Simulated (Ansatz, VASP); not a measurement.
**C: VASP beside Ansatz**

POSCAR

```
C
1.0
    3.5602834153      0.0000000000      0.0000000000
    0.0000000000     -3.5602834153      0.0000000000
    0.0000000000      0.0000000000     -3.5602834153
C
8
Direct
    0.5000000000      0.0000000000     -0.0070219129
    0.0000000000      0.5000000000      0.0000000000
    0.0000000000      0.0000000000      0.5000000000
    0.5000000000      0.5000000000      0.5000000000
    0.7500000000      0.7500000000      0.7500000000
    0.2500000000      0.2500000000      0.7500000000
    0.2500000000      0.7500000000      0.2500000000
    0.7500000000      0.2500000000      0.2500000000
```

The input INCAR.step1:

```
SYSTEM = C
PREC = Accurate ; ENCUT = 910
ISMEAR = 0 ; SIGMA = 0.05
LREAL = .FALSE. ; LASPH = .TRUE.
NELM = 120 ; NBANDS = 26
GGA = PE ; ALGO = Normal
EDIFF = 1E-5 ; LWAVE = .TRUE.
LCHARG = .FALSE. ; GGA_COMPAT = .FALSE.
```

File INCAR.step2:

```
SYSTEM = C
PREC = Accurate ; ENCUT = 910
EDIFF = 1E-6 ; ISMEAR = 0
SIGMA = 0.05 ; LREAL = .FALSE.
LASPH = .TRUE. ; NELM = 120
ALGO = Normal ; ISIF = 2
LWAVE = .FALSE. ; LCHARG = .FALSE.
METAGGA = R2SCAN ; LMIXTAU = .TRUE.
NBANDS = 26 ; ISTART = 1
GGA_COMPAT = .FALSE.
```

File KPOINTS:

```
regular mesh
0
G
  6 6 6
  0 0 0
```

Input for Ansatz:

```yaml
crystal:
  lattice:
    - [3.5602834153, 0.0, 0.0]
    - [0.0, -3.5602834153, 0.0]
    - [0.0, 0.0, -3.5602834153]
  atoms:
    - { symbol: C, position: [0.5, 0.0, -0.0070219129] }
    - { symbol: C, position: [0.0, 0.5, 0.0] }
    - { symbol: C, position: [0.0, 0.0, 0.5] }
    - { symbol: C, position: [0.5, 0.5, 0.5] }
    - { symbol: C, position: [0.75, 0.75, 0.75] }
    - { symbol: C, position: [0.25, 0.25, 0.75] }
    - { symbol: C, position: [0.25, 0.75, 0.25] }
    - { symbol: C, position: [0.75, 0.25, 0.25] }
basis:
  ecutwfc: 500
kpoints:
  mp_grid: { grid: [6, 6, 6] }
hamiltonian:
  xc: r2scan
scf:
  occupations: { method: gaussian, width: 0.05 }
output:
  forces: true
  stress: true
  eigenvalues: true
```

Alike in both runs: task single point; functional r2SCAN; k mesh 6 × 6 × 6; occupations gaussian, width 0.05 eV; no spin polarisation.

|  | VASP | Ansatz |
| --- | --- | --- |
| version | VASP 6.6.1 | Ansatz 0.2.0 |
| potentials or method | VASP PAW PBE potentials, release 64 (C_h), cutoff 910 eV | scalar-relativistic, plane waves, PAW |
| valence electrons in the cell | 32 | 32 |

|  | VASP | Ansatz | Ansatz less VASP |
| --- | --- | --- | --- |
| gap on the k mesh at the Fermi level (eV) | 4.28 | 4.28 | -0.002 |
| least direct gap on the mesh (eV) | 4.82 | 4.82 | -0.003 |
| rms of the force components (eV/Å) | 0.265 | 0.265 | +0.0004 |

VASP's potentials were made for PBE, not for r2SCAN. Atom by atom the forces differ by 0.001 eV/Å (rms over components). With one functional, cell and mesh, what is left measures potentials, basis and numerics.

Noted on VASP's run: the cutoff is short for stress, so the pressure is rough.
